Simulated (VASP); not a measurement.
# SiC (zincblende type) (F-43m) in VASP: notebook, part 2 of 2

VASP 6.6.1. The steps go on from the part before.

### 3 Relaxation of cell and atoms, PBE, target pressure 190 GPa, at which the enthalpy is minimised

This run uses another cell than the first one, of 6.96 Å³/atom, 1.088 times its volume.

INCAR

```
SYSTEM = SiC
PREC = Accurate
ENCUT = 600
EDIFF = 1E-6
ISMEAR = -1
SIGMA = 0.05
LREAL = .False.
LASPH = .True.
NELM = 100
ALGO = Normal
ISIF = 3
LWAVE = .False.
LCHARG = .False.
GGA = PE
IBRION = 2
NSW = 32
EDIFFG = -0.005
PSTRESS = 1900.0
```

KPOINTS

```
Automatic mesh
0
Gamma
  17 17 17
  0 0 0
```

POSCAR

```
SiC
1.0
    0.0000000000      1.9090141995      1.9090141995
    1.9090141995      0.0000000000      1.9090141995
    1.9090141995      1.9090141995      0.0000000000
Si C
1 1
Direct
    0.0000000000      0.0000000000      0.0000000000
    0.2500000000      0.2500000000      0.2500000000
```

Potentials or basis: VASP PAW PBE potentials, release 64 (Si, C).

Command:

```bash
> cat potpaw_PBE.64/Si/POTCAR potpaw_PBE.64/C/POTCAR > POTCAR
> mpirun -np 1 vasp_std > vasp.out
```

It took 12 s on 1 thread of Intel Xeon 6975P-C (Granite Rapids), shared host; peak memory 0.14 GiB.

It converged, with:

- Free energy: -12.0204 eV
- Relaxed volume: 6.95 Å³/atom
- Relaxed cell: a = 2.699 Å, b = 2.699 Å, c = 2.699 Å, α = 60.00°, β = 60.00°, γ = 60.00°
- Space group after relaxing (to 0.05 Å): F-43m (No. 216)
- Energy change on relaxing (the enthalpy is what falls): +6.4 meV/atom
- Ionic steps: 3
- Pressure after relaxing: 190.0 GPa
- Band gap on the k mesh: 0.94 eV, indirect (least direct gap 4.83 eV)

Step by step:
| step | energy change (eV) | largest force (eV/Å) | pressure (GPa) | volume (Å³) |
| --- | --- | --- | --- | --- |
| 1 | 0.0000 | 0.0000 | 189.41 | 13.91 |
| 2 | 0.0616 | 0.0000 | 192.39 | 13.86 |
| 3 | 0.0128 | 0.0000 | 190.01 | 13.90 |

Final structure:
```yaml
crystal:
  lattice:
    - [0.00000, 1.90852, 1.90852]
    - [1.90852, 0.00000, 1.90852]
    - [1.90852, 1.90852, 0.00000]
  atoms:
    - { symbol: Si, position: [0.00000, 0.00000, 0.00000] }
    - { symbol: C, position: [0.25000, 0.25000, 0.25000] }
```

Levels at points of the mesh, in eV from the valence-band top:
| k point | band 1 | band 2 | band 3 | band 4 | band 5 | band 6 | band 7 | band 8 |
| --- | --- | --- | --- | --- | --- | --- | --- | --- |
| (0.00, 0.00, 0.00) | -18.86 | -0.01 | -0.01 | -0.01 | 10.71 | 10.71 | 10.71 | 11.12 |

Caveat: the cell is relaxed towards a set pressure, so the enthalpy falls and the energy may rise.

### 4 Single point, PBE

This run uses another cell than the first one, of 6.96 Å³/atom, 1.088 times its volume.

INCAR

```
  PREC = Accurate
  ENCUT = 520
  EDIFF = 1E-6
  ISMEAR = -1
  SIGMA = 0.05
  LREAL = False
  LASPH = True
  NELM = 80
  ALGO = Normal
  ISIF = 2
  LWAVE = False
  LCHARG = True
  GGA = PE
  LELF = True
  LVHAR = True
  NBANDS = 11
```

KPOINTS

```
Automatic mesh
0
Gamma
  17 17 17
```

POSCAR is that of step 3.

Command:

```bash
> cat potpaw_PBE.64/Si/POTCAR potpaw_PBE.64/C/POTCAR > POTCAR
> mpirun -np 1 vasp_std > vasp.out
```

It took 10 s on 1 thread of AMD EPYC 9R45 (Zen 5), shared host; peak memory 0.11 GiB.

It converged, with:

| Property | Result |
| --- | --- |
| Free energy | -12.0299 eV |
| Pressure | 189.7 GPa |
| Band gap on the k mesh | 0.94 eV, indirect (least direct gap 4.83 eV) |

Levels at points of the mesh, in eV from the valence-band top:
```
           k point  band 1  band 2  band 3  band 4  band 5  band 6  band 7  band 8  band 9
(0.00, 0.00, 0.00)  -18.85   -0.01   -0.01   -0.01   10.70   10.70   10.70   11.11   17.15
```

### 5 Single point, PBE

This run uses another cell than the first one, of 6.95 Å³/atom, 1.088 times its volume.

INCAR

```
PREC = Accurate
ENCUT = 520
EDIFF = 1E-6
ISMEAR = -1
SIGMA = 0.05
LREAL = False
LASPH = True
NELM = 100
ALGO = Normal
ISIF = 2
LWAVE = False
LCHARG = False
GGA = PE
NBANDS = 11
```

KPOINTS

```
regular mesh
0
Gamma
  17 17 17
```

POSCAR

```
SiC
1.0
    0.0000000000      1.9086606107      1.9086606107
    1.9086606107      0.0000000000      1.9086606107
    1.9086606107      1.9086606107      0.0000000000
Si C
1 1
Direct
    0.0000000000      0.0000000000      0.0000000000
    0.2500000000      0.2500000000      0.2500000000
```

Potentials or basis: VASP PAW PBE potentials, release 64 (Si, C).

Command:

```bash
> cat potpaw_PBE.64/Si/POTCAR potpaw_PBE.64/C/POTCAR > POTCAR
> mpirun -np 1 vasp_std > vasp.out
```

OUTCAR:

```text
PREC = Accurate
   ENCUT = 520
   EDIFF = 1E-6
   ISMEAR = -1
   LREAL = False
   LASPH = True
   NELM = 100
   ISIF = 2
   GGA = PE

 ion  position               nearest neighbor table
   1  0.000  0.000  0.000-   2 1.65   2 1.65   2 1.65   2 1.65
   2  0.250  0.250  0.250-   1 1.65   1 1.65   1 1.65   1 1.65

  LATTYP: Found a face centered cubic cell.
 ALAT       =     3.8173212214

  Lattice vectors:

 A1 = (   0.0000000000,   1.9086606107,   1.9086606107)
 A2 = (   1.9086606107,   0.0000000000,   1.9086606107)
 A3 = (   1.9086606107,   1.9086606107,   0.0000000000)

Analysis of symmetry for initial positions (statically):
=====================================================================
 Subroutine PRICEL returns:
 Original cell was already a primitive cell.

 Routine SETGRP: Setting up the symmetry group for a
 face centered cubic supercell.

 Subroutine GETGRP returns: Found 24 space group operations
 (whereof 24 operations were pure point group operations)
 out of a pool of 48 trial point group operations.

The static configuration has the point symmetry T_d .

[... 168 lines left out ...]
      1      -5.6237      2.00000
      2      13.2197      1.99995
      3      13.2197      1.99995
      4      13.2197      1.99995
      5      23.9404      0.00000
      6      23.9404      0.00000
      7      23.9404      0.00000
      8      24.3507      0.00000
      9      30.3853      0.00000
     10      30.3853      0.00000
     11      34.1724      0.00000
[... 309 lines left out ...]
 k-point    24 :      -0.1176    0.0588    0.0000
  band No.  band energies     occupation
      1      -5.0478      2.00000
      2      11.2465      2.00000
      3      12.4499      2.00000
      4      13.1864      1.99997
      5      23.4433      0.00000
      6      24.2909      0.00000
      7      24.6856      0.00000
      8      25.5105      0.00000
      9      27.5154      0.00000
     10      29.4615      0.00000
     11      33.6109      0.00000

 [... further k-points ...]

------------------------ aborting loop because EDIFF is reached ----------------------------------------

  FORCE on cell =-STRESS in cart. coord.  units (eV):
  Direction    XX          YY          ZZ          XY          YZ          ZX
  --------------------------------------------------------------------------------------
  -------------------------------------------------------------------------------------
  Total       16.5086061     16.5086061     16.5086061      0.0000000      0.0000000      0.0000000
  in kB     1901.9752398   1901.9752398   1901.9752398      0.0000000      0.0000000      0.0000000
  external PRESSURE =    1901.9752398 kB  Pullay stress =       0.0000000 kB

 VOLUME and BASIS-vectors are now :
 -----------------------------------------------------------------------------
  energy-cutoff  :      520.00
  volume of cell :       13.91
      direct lattice vectors                 reciprocal lattice vectors
     0.000000000  1.908660611  1.908660611    -0.261963807  0.261963807  0.261963807
     1.908660611  0.000000000  1.908660611     0.261963807 -0.261963807  0.261963807
     1.908660611  1.908660611  0.000000000     0.261963807  0.261963807 -0.261963807

 POSITION                                       TOTAL-FORCE (eV/Angst)
 -----------------------------------------------------------------------------------
      0.00000      0.00000      0.00000         0.000000      0.000000     -0.000000
      0.95433      0.95433      0.95433        -0.000000     -0.000000      0.000000
 -----------------------------------------------------------------------------------
    total drift:                                0.000000      0.000000      0.000000

  FREE ENERGIE OF THE ION-ELECTRON SYSTEM (eV)
  ---------------------------------------------------
  free  energy   TOTEN  =       -12.0207666829 eV

  energy  without entropy=      -12.0207661208  energy(sigma->0) =      -12.02076640
```

OSZICAR:

```text
N       E                     dE             d eps       ncg     rms          rms(c)
DAV:   1     0.498844836418E+01    0.49884E+01   -0.44155E+03  3966   0.642E+02
DAV:   2    -0.148783067365E+02   -0.19867E+02   -0.18986E+02  4467   0.121E+02
DAV:   3    -0.153158086907E+02   -0.43750E+00   -0.43680E+00  4438   0.137E+01
DAV:   4    -0.153167657092E+02   -0.95702E-03   -0.95699E-03  4065   0.824E-01
DAV:   5    -0.153167681288E+02   -0.24196E-05   -0.24195E-05  4438   0.380E-02    0.145E+01
DAV:   6    -0.122900590901E+02    0.30267E+01   -0.73564E+00  3915   0.143E+01    0.689E+00
DAV:   7    -0.120317537293E+02    0.25831E+00   -0.11293E+00  4255   0.615E+00    0.273E+00
DAV:   8    -0.120205915459E+02    0.11162E-01   -0.24528E-02  4047   0.114E+00    0.210E-01
DAV:   9    -0.120207129463E+02   -0.12140E-03   -0.61624E-04  4441   0.179E-01    0.143E-01
DAV:  10    -0.120207659306E+02   -0.52984E-04   -0.76449E-05  4044   0.649E-02    0.233E-02
DAV:  11    -0.120207666829E+02   -0.75236E-06   -0.59279E-06  4311   0.156E-02
   1 F= -.12020767E+02 E0= -.12020766E+02  d E =-.562167E-06
```

stdout:

```text
POSCAR found type information on POSCAR SiC
 POSCAR found :  2 types and       2 ions
 scaLAPACK will be used
 LDA part: xc-table for (Slater+PW92), standard interpolation
 POSCAR, INCAR and KPOINTS ok, starting setup
 FFT: planning ... GRIDC
 FFT: planning ... GRID_SOFT
 FFT: planning ... GRID
 WAVECAR not read
 entering main loop
```

Wall time 9.5 s (1 thread of AMD EPYC 9R45 (Zen 5), shared host); peak memory 0.11 GiB.

Results:

```
Free energy            : -12.0208 eV
Pressure               : 190.2 GPa
Band gap on the k mesh : 0.94 eV, indirect (least direct gap 4.83 eV)
```

Levels at points of the mesh, in eV from the valence-band top:
```tsv
k point	band 1	band 2	band 3	band 4	band 5	band 6	band 7	band 8
(0.00, 0.00, 0.00)	-18.86	-0.01	-0.01	-0.01	10.71	10.71	10.71	11.12
```

### 6 The runs side by side

```csv
task,cell,cutoff (eV),gap on the mesh (eV),pressure (GPa)
relaxation of cell and atoms,"relaxed to 190 GPa from a = 2.625 Å, angles 60.0°, 2 atoms",600,0.94,189.9
relaxation of cell and atoms,"relaxed to 190 GPa from a = 2.700 Å, angles 60.0°, 2 atoms",600,0.94,190.0
single point,"a = 2.700 Å, angles 60.0°, 2 atoms",520,0.94,189.7
single point,"a = 2.699 Å, angles 60.0°, 2 atoms",520,0.94,190.2
```

Alike in all rows: level PBE; potentials or basis VASP PAW PBE potentials, release 64 (Si, C); no spin polarisation; k mesh 17 × 17 × 17; smearing fermi-dirac 0.05 eV.

Caveats: the cell is relaxed towards a set pressure, so the enthalpy falls and the energy may rise (some runs).

Absolute energies hang on the potentials; compare differences alone.
